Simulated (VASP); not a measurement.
Write the native input for VASP 6.6.1 that does the following.

- Task: single point
- Functional: PBE
- Potentials or basis: VASP PAW PBE potentials, release 64 (Mo_sv, S)
- Cutoff: 520 eV
- k mesh: 12 × 12 × 6
- Occupations: gaussian, width 0.05 eV
- Spin: collinear spin
- Starting moments: [0.05, 0.0, 0.0] μB
- Dipole correction: no
- Further INCAR settings: ALGO = Normal; EDIFF = 1e-06; NBANDS = 24

The structure of MoS2 lies in POSCAR:

```
MoS2
1.0
    3.1927054288      0.0000000000      0.0000000000
   -1.5963527144      2.7649640082      0.0000000000
    0.0000000000      0.0000000000      7.4521127302
Mo S
1 2
Direct
    0.0000000000      0.0000000000      0.0000000000
    0.3333333333      0.6666666667      0.2126743586
    0.6666666667      0.3333333333      0.7873256414
```

One way to write it, as run:

INCAR

```
PREC     = Accurate       # precision mode
ENCUT    = 520            # plane-wave cutoff, eV
EDIFF    = 1E-6           # SCF threshold, eV
ISMEAR   = 0              # smearing method
SIGMA    = 0.05           # smearing width, eV
LREAL    = F              # projectors in reciprocal space
LASPH    = T              # aspherical terms in the spheres
NELM     = 150            # most SCF steps
ALGO     = Normal         # electronic algorithm
ISIF     = 2              # what is computed and relaxed
LWAVE    = F              # write WAVECAR
LCHARG   = F              # write CHGCAR
ISPIN    = 2              # spin polarisation
MAGMOM   = 0.05 0 0       # initial moments
LORBIT   = 11             # projections on sites
LMAXMIX  = 4              # l up to which the mixer works
GGA      = PE             # functional
NBANDS   = 24             # bands
```

KPOINTS

```
regular mesh
0
Gamma
  12 12 6
```

Potentials or basis: VASP PAW PBE potentials, release 64 (Mo_sv, S).

Run with:

```console
$ cat potpaw_PBE.64/Mo_sv/POTCAR potpaw_PBE.64/S/POTCAR > POTCAR
$ mpirun -np 1 vasp_std > vasp.out
```

It gave:

The pressure is -0.2 GPa. The largest force is 0.009 eV/Å and the band gap on the k mesh is zero (filled and empty bands overlap). The net moment is 0.00 μB per cell and the valence electrons inside the program's atomic spheres are Mo 12.38; S 3.68.

Caveat: this functional lacks dispersion, which binds layers or chains, so the pressure and a relaxed spacing across them are unreliable.

Wall time 3.2 min on 1 thread of Intel(R) Xeon(R) Platinum 8259CL CPU @ 2.50GHz (Skylake/Cascade Lake), with other jobs on the host, peak memory 0.35 GiB.
